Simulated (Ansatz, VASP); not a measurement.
# RbBr: VASP beside Ansatz

The input INCAR:

```
SYSTEM = RbBr
ALGO = Normal
EDIFF = 1E-6
ENCUT = 520
GGA = PE
ISIF = 2
ISMEAR = -1
LASPH = .True.
LCHARG = .False.
LREAL = .False.
LWAVE = .False.
NBANDS = 15
NELM = 60
PREC = Accurate
SIGMA = 0.02
```

KPOINTS

```
k-points
0
Gamma
  6 6 6
  0 0 0
```

File POSCAR:

```
RbBr
1.0
    4.2297890482     -0.1185688872     -0.1185688872
   -0.1185688872      4.2297890482     -0.1185688872
   -0.1185688872     -0.1185688872      4.2297890482
Rb Br
1 1
Direct
    0.0000000000      0.0000000000      0.0000000000
    0.5000000000      0.5000000000      0.5000000000
```

Input for Ansatz:

```yaml
crystal:
  lattice:
    - [4.2297890482, -0.1185688872, -0.1185688872]
    - [-0.1185688872, 4.2297890482, -0.1185688872]
    - [-0.1185688872, -0.1185688872, 4.2297890482]
  atoms:
    - { symbol: Rb, position: [0.0, 0.0, 0.0] }
    - { symbol: Br, position: [0.5, 0.5, 0.5] }
kpoints:
  mp_grid: { grid: [6, 6, 6] }
  band_path:
    path:
      - [0.0, 0.0, 0.0]
      - [0.0, 0.5, 0.0]
      - [0.5, 0.5, 0.0]
      - [0.5, 0.5, 0.5]
      - [0.0, 0.5, 0.5]
    npoints: 1
hamiltonian:
  xc: pbe
scf:
  occupations: { method: fermi_dirac, width: 0.02 }
  n_extra_bands: 4
output:
  forces: true
  stress: true
  eigenvalues: true
  write_density: true
  write_potential: true
  elf: true
  volumetric_format: npy
```

Change from the starting cell: epitaxial_111 strain +5.3%.

Alike in both runs: task single point; functional PBE; k mesh 6 × 6 × 6; occupations fermi-dirac, width 0.02 eV; no spin polarisation.

```csv
,VASP,Ansatz
version,VASP 6.6.1,Ansatz 0.2.0
potentials or method,"VASP PAW PBE potentials, release 64 (Rb_sv, Br)","plane waves, PAW"
plane-wave cutoff (eV),520,420
valence electrons in the cell,16,16
```

```tsv
	VASP	Ansatz	Ansatz less VASP
gap on the k mesh at the Fermi level (eV)	3.86	3.86	+0.001
pressure (GPa)	-0.1	-0.1	-0.03
traceless stress, the component that is largest in VASP (GPa)	0.36	0.36	-0.006
```

The functional is the same, so the differences come from potentials, cutoffs and numerics.
